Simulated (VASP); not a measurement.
Wanted: the native input for a VASP 6.6.1 run.

| Property | Result |
| --- | --- |
| Task | single point |
| Functional | LDA |
| Potentials or basis | VASP PAW LDA potentials, release 64 (Sn_d) |
| Cutoff | 500 eV |
| k mesh | 6 × 6 × 6 |
| Occupations | fermi-dirac, width 0.05 eV |
| Spin | no spin polarisation |
| Dipole correction | no |
| Further INCAR settings | ALGO = Normal; EDIFF = 1e-06; NBANDS = 13 |

The structure of Sn lies in POSCAR:

```
Sn
1.0
    0.0000000000      3.3052000000      3.3052000000
    3.3052000000      0.0000000000      3.3052000000
    3.3052000000      3.3052000000      0.0000000000
Sn
1
Direct
    0.5000000000      0.5000000000      0.5000000000
```

One way to write it, as run:

INCAR

```
PREC = Accurate
ENCUT = 500
EDIFF = 1E-6
ISMEAR = -1
SIGMA = 0.05
LREAL = False
LASPH = True
NELM = 120
ALGO = Normal
ISIF = 2
LWAVE = False
LCHARG = True
LELF = True
LVHAR = True
NBANDS = 13
GGA_COMPAT = False
```

KPOINTS

```
Automatic mesh
0
Gamma
  6 6 6
```

Potentials or basis: VASP PAW LDA potentials, release 64 (Sn_d).

Launch:

```console
$ cat potpaw_LDA.64/Sn_d/POTCAR > POTCAR
$ mpirun -np 1 vasp_std > vasp.out
```

It gave:

```json
{
 "Pressure": "-5.6 GPa",
 "Band gap on the k mesh": "zero (band 7 reaches 2.45 eV, above the bottom of band 8 at -0.07 eV)"
}
```

Caveat: spin-orbit coupling is left out, which moves the levels of the heavy elements.

It took 13 s on 1 thread of Intel(R) Xeon(R) Platinum 8488C (Sapphire Rapids), on a shared host, peak memory 0.16 GiB.
